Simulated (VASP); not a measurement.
Here is a VASP 6.6.1 calculation.

Contents of INCAR:

```
PREC = Accurate
ENCUT = 520
EDIFF = 1E-8
ISMEAR = -1
SIGMA = 0.02
LREAL = Auto
LASPH = T
NELM = 100
ALGO = Normal
ISIF = 2
LWAVE = F
LCHARG = F
GGA = PE
LEFG = T
NBANDS = 120
```

Contents of KPOINTS:

```
regular mesh
0
Gamma
  4 4 3
```

Contents of POSCAR:

```
SiO2
1.0
    7.4640000000      0.0000000000      0.0000000000
    0.0000000000      7.4640000000      0.0000000000
    0.0000000000      0.0000000000      8.6200000000
Si O
12 24
Direct
    0.4100000000      0.4100000000      0.0000000000
    0.0900000000      0.9100000000      0.2500000000
    0.5900000000      0.5900000000      0.5000000000
    0.9100000000      0.0900000000      0.7500000000
    0.3260000000      0.1200000000      0.2480000000
    0.3800000000      0.8260000000      0.4980000000
    0.6740000000      0.8800000000      0.7480000000
    0.6200000000      0.1740000000      0.9980000000
    0.8260000000      0.3800000000      0.5020000000
    0.8800000000      0.6740000000      0.2520000000
    0.1740000000      0.6200000000      0.0020000000
    0.1200000000      0.3260000000      0.7520000000
    0.3440000000      0.2970000000      0.1430000000
    0.2030000000      0.8440000000      0.3930000000
    0.6560000000      0.7030000000      0.6430000000
    0.7970000000      0.1560000000      0.8930000000
    0.8440000000      0.2030000000      0.6070000000
    0.7030000000      0.6560000000      0.3570000000
    0.1560000000      0.7970000000      0.1070000000
    0.2970000000      0.3440000000      0.8570000000
    0.1170000000      0.1230000000      0.2960000000
    0.3770000000      0.6170000000      0.5460000000
    0.8830000000      0.8770000000      0.7960000000
    0.6230000000      0.3830000000      0.0460000000
    0.6170000000      0.3770000000      0.4540000000
    0.8770000000      0.8830000000      0.2040000000
    0.3830000000      0.6230000000      0.9540000000
    0.1230000000      0.1170000000      0.7040000000
    0.4450000000      0.1320000000      0.4000000000
    0.3680000000      0.9450000000      0.6500000000
    0.5550000000      0.8680000000      0.9000000000
    0.6320000000      0.0550000000      0.1500000000
    0.9450000000      0.3680000000      0.3500000000
    0.8680000000      0.5550000000      0.1000000000
    0.0550000000      0.6320000000      0.8500000000
    0.1320000000      0.4450000000      0.6000000000
```

Potentials or basis: VASP PAW PBE potentials, release 64 (Si, O).

Launch:

```bash
$ cat potpaw_PBE.64/Si/POTCAR potpaw_PBE.64/O/POTCAR > POTCAR
$ mpirun -np 1 vasp_std > vasp.out
```

**Question.** Predict the pressure.

**Answer.** 16.7 GPa.

**Question.** What does it give for the largest force?

**Answer.** 5.717 eV/Å.

**Question.** Estimate the band gap on the k mesh.

**Answer.** Zero (band 96 reaches 2.76 eV, above the bottom of band 97 at 2.73 eV).

Forces on the atoms (eV/Å):
```
Si   2.454  2.454  0.000
Si  -2.454  2.454  0.000
Si  -2.454 -2.454  0.000
Si   2.454 -2.454  0.000
Si   4.193  3.233  2.155
Si  -3.233  4.193  2.155
Si  -4.193 -3.233  2.155
Si   3.233 -4.193  2.155
Si   4.193 -3.233 -2.155
Si  -3.233 -4.193 -2.155
Si  -4.193  3.233 -2.155
Si   3.233  4.193 -2.155
O   -2.440  0.254  0.730
O   -0.254 -2.440  0.730
O    2.440 -0.254  0.730
O    0.254  2.440  0.730
O   -2.440 -0.254 -0.730
O   -0.254  2.440 -0.730
O    2.440  0.254 -0.730
O    0.254 -2.440 -0.730
O   -1.037 -0.878 -2.539
O    0.878 -1.037 -2.539
O    1.037  0.878 -2.539
O   -0.878  1.037 -2.539
O   -1.037  0.878  2.539
O    0.878  1.037  2.539
O    1.037 -0.878  2.539
O   -0.878 -1.037  2.539
O   -0.092 -2.425  0.007
O    2.425 -0.092  0.007
O    0.092  2.425  0.007
O   -2.425  0.092  0.007
O   -0.092  2.425 -0.007
O    2.425  0.092 -0.007
O    0.092 -2.425 -0.007
O   -2.425 -0.092 -0.007
```

Caveat: without QUAD_EFG the Cq values of the log hold for a quadrupole moment of 1 mb, not for the nuclei; forces of over 1 eV/Å act on the atoms, so gaps and moduli don't describe the material at rest.
